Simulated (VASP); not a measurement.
# Cr (Fd-3m) in VASP: relaxation of cell and atoms with PBE

Aim: the relaxation of cell and atoms of Cr with PBE.

Program: VASP 6.6.1. These are calculated values, not measurements. Logs are shortened: lines on timing, memory, paths and dates and some standing lists are left out, and cuts for length are marked.

## 1. The cell of the first run

The structure is cubic, space group Fd-3m (No. 227). Conventional cell: a = 5.060 Å, b = 5.060 Å, c = 5.060 Å, α = 90.00°, β = 90.00°, γ = 90.00°. Within 2.9 Å of Cr (site symmetry -43m) lie 4 Cr at 2.19 Å.

This isn't the form of Cr at room conditions, which is bcc.

## 2. Relaxation of cell and atoms, PBE, collinear spin, antiferromagnetic start

The input, INCAR:

```
  PREC = Accurate
  ENCUT = 700
  EDIFF = 1E-7
  ISMEAR = -1
  SIGMA = 0.05
  LREAL = False
  LASPH = True
  NELM = 200
  ALGO = Normal
  ISIF = 3
  LWAVE = False
  LCHARG = False
  ISPIN = 2
  MAGMOM = 1.5 -1.5
  LORBIT = 11
  LMAXMIX = 4
  GGA = PE
  IBRION = 2
  NSW = 80
  EDIFFG = -0.01
  GGA_COMPAT = False
  NELMIN = 4
```

The input, KPOINTS:

```
regular mesh
0
Gamma
  11 11 11
```

The input, POSCAR:

```
Cr
1.0
    0.0000000000      2.5297724266      2.5297724266
    2.5297724266      0.0000000000      2.5297724266
    2.5297724266      2.5297724266      0.0000000000
Cr
2
Direct
    0.1250000000      0.1250000000      0.1250000000
    0.8750000000      0.8750000000      0.8750000000
```

Potentials or basis: VASP PAW PBE potentials, release 64 (Cr_sv).

On the command line:

```sh
> cat potpaw_PBE.64/Cr_sv/POTCAR > POTCAR
> mpirun -np 1 vasp_std > vasp.out
```

OUTCAR:

```text
PREC = Accurate
   ENCUT = 700
   EDIFF = 1E-7
   ISMEAR = -1
   LREAL = False
   LASPH = True
   NELM = 200
   ISIF = 3
   ISPIN = 2
   LORBIT = 11
   GGA = PE
   IBRION = 2
   NSW = 80
   EDIFFG = -0.01
   NELMIN = 4

 ion  position               nearest neighbor table
   1  0.125  0.125  0.125-   2 2.19   2 2.19   2 2.19   2 2.19
   2  0.875  0.875  0.875-   1 2.19   1 2.19   1 2.19   1 2.19

  LATTYP: Found a face centered cubic cell.
 ALAT       =     5.0595448532

  Lattice vectors:

 A1 = (   0.0000000000,   2.5297724266,   2.5297724266)
 A2 = (   2.5297724266,   0.0000000000,   2.5297724266)
 A3 = (   2.5297724266,   2.5297724266,   0.0000000000)

Analysis of symmetry for initial positions (statically):
=====================================================================
 Subroutine PRICEL returns:
 Original cell was already a primitive cell.

 Routine SETGRP: Setting up the symmetry group for a
 face centered cubic supercell.

 Subroutine GETGRP returns: Found 48 space group operations
 (whereof 12 operations were pure point group operations)
 out of a pool of 48 trial point group operations.

The static configuration has the point symmetry D_3d.
 The point group associated with its full space group is O_h .

Analysis of symmetry for dynamics (positions and initial velocities):
=====================================================================
 Subroutine PRICEL returns:
 Original cell was already a primitive cell.

 Routine SETGRP: Setting up the symmetry group for a
 face centered cubic supercell.

 Subroutine GETGRP returns: Found 48 space group operations
 (whereof 12 operations were pure point group operations)
 out of a pool of 48 trial point group operations.

The dynamic configuration has the point symmetry D_3d.
 The point group associated with its full space group is O_h .

Analysis of structural, dynamic, and magnetic symmetry:
=====================================================================
 Subroutine PRICEL returns:
 Original cell was already a primitive cell.

 Routine SETGRP: Setting up the symmetry group for a
 face centered cubic supercell.

 Subroutine GETGRP returns: Found 48 space group operations
 (whereof 12 operations were pure point group operations)
 out of a pool of 48 trial point group operations.

The overall configuration has the point symmetry D_3d.
 The point group associated with its full space group is O_h .

 Subroutine INISYM returns: Found 48 space group operations
 (whereof 12 operations are pure point group operations),
 and found     1 'primitive' translations

----------------------------------------------------------------------------------------

                                     Primitive cell

  volume of cell :      32.3798

  direct lattice vectors                    reciprocal lattice vectors
     0.000000000  2.529772427  2.529772427    -0.197646237  0.197646237  0.197646237
     2.529772427  0.000000000  2.529772427     0.197646237 -0.197646237  0.197646237
     2.529772427  2.529772427  0.000000000     0.197646237  0.197646237 -0.197646237

  length of vectors
     3.577638475  3.577638475  3.577638475     0.342333324  0.342333324  0.342333324

  position of ions in fractional coordinates (direct lattice)
     0.125000000  0.125000000  0.125000000
     0.875000000  0.875000000  0.875000000

  ion indices of the primitive-cell ions
   primitive index   ion index
                 1           1
                 2           2

----------------------------------------------------------------------------------------

 KPOINTS: regular mesh

Automatic generation of k-mesh.
 Grid dimensions read from file:
 generate k-points for:   11   11   11

 Generating k-lattice:

  Cartesian coordinates                     Fractional coordinates (reciprocal lattice)
    -0.017967840  0.017967840  0.017967840     0.090909091  0.000000000  0.000000000
     0.017967840 -0.017967840  0.017967840     0.000000000  0.090909091  0.000000000
     0.017967840  0.017967840 -0.017967840     0.000000000  0.000000000  0.090909091

  Length of vectors
     0.031121211  0.031121211  0.031121211

  Shift w.r.t. Gamma in fractional coordinates (k-lattice)
     0.000000000  0.000000000  0.000000000

 Subroutine IBZKPT returns following result:
 ===========================================

 Found     56 irreducible k-points:

 Following reciprocal coordinates:
            Coordinates               Weight
  0.000000  0.000000  0.000000      1.000000
  0.090909  0.000000  0.000000      8.000000
  0.181818  0.000000  0.000000      8.000000
  0.272727  0.000000  0.000000      8.000000
  0.363636  0.000000  0.000000      8.000000
  0.454545  0.000000  0.000000      8.000000
[... 16 lines left out ...]
 -0.272727  0.181818  0.000000     24.000000
 -0.181818  0.181818  0.000000     12.000000
 [... further k-points ...]
   k-points           NKPTS =     56   k-points in BZ     NKDIM =     56   number of bands    NBANDS=     18
   number of dos      NEDOS =    301   number of ions     NIONS =      2
   total plane-waves  NPLWV =  32768
   dimension x,y,z NGX =    32 NGY =   32 NGZ =   32
   dimension x,y,z NGXF=    64 NGYF=   64 NGZF=   64
   ions per type =               2
   NGX,Y,Z   is equivalent  to a cutoff of  14.87, 14.87, 14.87 a.u.
   NGXF,Y,Z  is equivalent  to a cutoff of  29.74, 29.74, 29.74 a.u.
 SYSTEM =  unknown system
   PREC   = accura    normal or accurate (medium, high low for compatibility)
   ISTART =      0    job   : 0-new  1-cont  2-samecut
   ICHARG =      2    charge: 1-file 2-atom 10-const
   ISPIN  =      2    spin polarized calculation?
   LNONCOLLINEAR =      F non collinear calculations
   LSORBIT =      F    spin-orbit coupling
   LASPH  =      T    aspherical Exc in radial PAW
   ENCUT  =  700.0 eV  51.45 Ry    7.17 a.u.   7.72  7.72  7.72*2*pi/ulx,y,z
   NELM   =    200;   NELMIN=  4; NELMDL= -5     # of ELM steps
   EDIFF  = 0.1E-06   stopping-criterion for ELM
   LREAL  =      F    real-space projection
   EDIFFG = -.1E-01   stopping-criterion for IOM
   NSW    =     80    number of steps for IOM
   IBRION =      2    ionic relax: 0-MD 1-quasi-New 2-CG
   NFREE  =      1    steps in history (QN), initial steepest desc. (CG)
   ISIF   =      3    stress and relaxation
   ISYM   =      2    0-nonsym 1-usesym 2-fastsym
   POTIM  = 0.5000    time-step for ionic-motion
   TEBEG  =    0.0;   TEEND  =   0.0 temperature during run
   PSTRESS=    0.0 pullay stress
   NELECT =      28.0000    total number of electrons
   NUPDOWN=      -1.0000    fix difference up-down
   EMIN   =  10.00;   EMAX   =-10.00  energy-range for DOS
   EFERMI =   0.00;   METHOD = LEGACY
   ISMEAR =    -1;   SIGMA  =   0.05  broadening in eV -4-tet -1-fermi 0-gaus
   EFERMI_NEDOS =   21; number of points for ismear=-14 and -15
   IALGO  =     38    algorithm
   IMIX   =      4    mixing-type and parameters
     AMIX     =   0.40;   BMIX     =  1.00
     AMIX_MAG =   1.60;   BMIX_MAG =  1.00
  volume/ion in A,a.u.               =      16.19       109.25
  Fermi-wavevector in a.u.,A,eV,Ry     =   1.559682  2.947372 33.097640  2.432608
  Thomas-Fermi vector in A             =   2.663005
   LORBIT       =     11    0 simple, 1 ext, 2 COOP (PROOUT), +10 PAW based schemes
   GGA     = PE    functional components
   LHFCALC =     F    Hartree Fock is set to
   AEXX    =    0.0000 exact exchange contribution
   IVDW    =     0    specifies the selected vdW correction
   LEPSILON=     F    determine dielectric tensor
   LRPA    =     F    only Hartree local field effects (RPA)
 conjugate gradient relaxation of ions
 spin polarized calculation
  energy-cutoff  :      700.00
  volume of cell :       32.38
 maximum number of plane-waves:      1379
   NGX = 15   NGY = 15   NGZ = 15

--------------------------------------- Ionic step        1  -------------------------------------------

 number of electron      28.0000006 magnetization       0.0000000

 number of electron      28.0000006 magnetization      -0.0000000

 Free energy of the ion-electron system (eV)
  ---------------------------------------------------
  ext. energy  EPLUGINS =         0.00000000
  ---------------------------------------------------
  free energy    TOTEN  =       -15.14188142 eV

  energy without entropy =      -15.13122191  energy(sigma->0) =      -15.13655166

------------------------ aborting loop because EDIFF is reached ----------------------------------------

  FORCE on cell =-STRESS in cart. coord.  units (eV):
  Direction    XX          YY          ZZ          XY          YZ          ZX
  --------------------------------------------------------------------------------------
  -------------------------------------------------------------------------------------
  Total        2.2051775      2.2051775      2.2051775      0.0000000      0.0000000      0.0000000
  in kB      109.1138257    109.1138257    109.1138257      0.0000000      0.0000000      0.0000000
  external PRESSURE =     109.1138257 kB  Pullay stress =       0.0000000 kB

 VOLUME and BASIS-vectors are now :
 -----------------------------------------------------------------------------
  energy-cutoff  :      700.00
  volume of cell :       32.38
      direct lattice vectors                 reciprocal lattice vectors
     0.000000000  2.529772427  2.529772427    -0.197646237  0.197646237  0.197646237
     2.529772427  0.000000000  2.529772427     0.197646237 -0.197646237  0.197646237
     2.529772427  2.529772427  0.000000000     0.197646237  0.197646237 -0.197646237
[... 46 lines left out ...]
  FREE ENERGIE OF THE ION-ELECTRON SYSTEM (eV)
  ---------------------------------------------------
  free  energy   TOTEN  =       -15.3117713178 eV

  energy  without entropy=      -15.3034807297  energy(sigma->0) =      -15.30762602

--------------------------------------- Ionic step        3  -------------------------------------------

 number of electron      28.0000009 magnetization      -0.0000000

 number of electron      28.0000009 magnetization       0.0000000

 Free energy of the ion-electron system (eV)
  ---------------------------------------------------
  ext. energy  EPLUGINS =         0.00000000
  ---------------------------------------------------
  free energy    TOTEN  =       -15.31227866 eV

  energy without entropy =      -15.30409357  energy(sigma->0) =      -15.30818612

 E-fermi :   6.8558     XC(G=0): -10.5700

 val. band max:        6.8463650343   @ k =  -0.2727   0.4545   0.1818
 cond. band min:       6.8922131829   @ k =  -0.3636   0.4545   0.0909
 fundamental gap:      0.0458481486
 Fermi energy:         6.8557962471

 spin component 1

 k-point     1 :       0.0000    0.0000    0.0000
  band No.  band energies     occupation
      1     -64.8713      1.00000
      2     -62.0613      1.00000
      3     -36.2897      1.00000
      4     -36.2897      1.00000
      5     -36.2897      1.00000
      6     -33.4878      1.00000
[... 10 lines left out ...]
     17       8.5626      0.00000
     18      10.3264      0.00000
[... 463 lines left out ...]
 k-point    24 :      -0.1818    0.1818    0.0000
  band No.  band energies     occupation
      1     -64.8659      1.00000
      2     -62.0677      1.00000
      3     -36.3084      1.00000
      4     -36.2976      1.00000
      5     -36.2834      1.00000
      6     -33.4988      1.00000
[... 10 lines left out ...]
     17       8.7823      0.00000
     18       9.9994      0.00000

 [... further k-points ...]

 spin component 2

 k-point     1 :       0.0000    0.0000    0.0000
  band No.  band energies     occupation
      1     -64.8713      1.00000
      2     -62.0613      1.00000
      3     -36.2897      1.00000
      4     -36.2897      1.00000
      5     -36.2897      1.00000
      6     -33.4878      1.00000
[... 10 lines left out ...]
     17       8.5626      0.00000
     18      10.3264      0.00000
[... 505 lines left out ...]
 POSITION                                       TOTAL-FORCE (eV/Angst)
 -----------------------------------------------------------------------------------
      0.66847      0.66847      0.66847        -0.000000     -0.000000     -0.000000
      4.67927      4.67927      4.67927         0.000000      0.000000      0.000000
 -----------------------------------------------------------------------------------
    total drift:                                0.000000      0.000000     -0.000000

  FREE ENERGIE OF THE ION-ELECTRON SYSTEM (eV)
  ---------------------------------------------------
  free  energy   TOTEN  =       -15.3122786641 eV

  energy  without entropy=      -15.3040935670  energy(sigma->0) =      -15.30818612

 reached required accuracy - stopping structural energy minimisation

 total charge

# of ion       s       p       d       tot
------------------------------------------
    1        2.194   5.935   3.801  11.931
    2        2.194   5.935   3.801  11.931
--------------------------------------------------
tot          4.389  11.871   7.602  23.862

 magnetization (x)

# of ion       s       p       d       tot
------------------------------------------
    1        0.021  -0.013   2.538   2.545
    2       -0.021   0.013  -2.538  -2.545
--------------------------------------------------
tot          0.000   0.000  -0.000  -0.000
```

It took 2.9 min on 1 thread of Intel Xeon 6975P-C (Granite Rapids), shared host; peak memory 0.25 GiB.

Results:

| Quantity | Value |
| --- | --- |
| Free energy | -15.3123 eV |
| Relaxed volume | 19.12 Å³/atom |
| Relaxed cell | a = 3.781 Å, b = 3.781 Å, c = 3.781 Å, α = 60.00°, β = 60.00°, γ = 60.00° |
| Space group after relaxing (to 0.1 Å) | Fd-3m (No. 227) |
| Energy gained by relaxing | 85.2 meV/atom |
| Ionic steps | 3 |
| Pressure after relaxing | -0.1 GPa |
| Band gap on the k mesh | zero (filled and empty bands overlap) |
| Net moment | 0.00 μB per cell |
| Site moments | Cr +2.54, -2.54 μB |
| Valence electrons inside the program's atomic spheres | Cr 11.93 |

The path:
```tsv
step	energy change (eV)	largest force (eV/Å)	pressure (GPa)	volume (Å³)
1	0.0000	0.0000	10.91	32.38
2	-0.1699	0.0000	0.45	37.83
3	-0.1704	0.0000	-0.05	38.23
```

Final structure:
```
Cr
1.0
     0.00000    2.67387    2.67387
     2.67387    0.00000    2.67387
     2.67387    2.67387    0.00000
Cr
2
Direct
  0.12500 0.12500 0.12500
  0.87500 0.87500 0.87500
```

Levels at points of the mesh, in eV from the Fermi level:
Spin up:
```tsv
k point	band 12	band 13	band 14	band 15	band 16	band 17
(0.00, 0.00, 0.00)	-1.05	-1.05	-1.05	1.71	1.71	1.71
```
Spin down:
| k point | band 11 | band 12 | band 13 | band 14 | band 15 | band 16 | band 17 | band 18 |
| --- | --- | --- | --- | --- | --- | --- | --- | --- |
| (0.00, 0.00, 0.00) | -1.21 | -1.05 | -1.05 | -1.05 | 1.71 | 1.71 | 1.71 | 3.47 |

Caveat: the volume moved by over 15 % at a fixed basis, so the end points are rough; the antiferromagnetic order is the one typed at the start, and another may lie lower.

The gap in the log of VASP goes by the Fermi energy; the results here count the filled bands.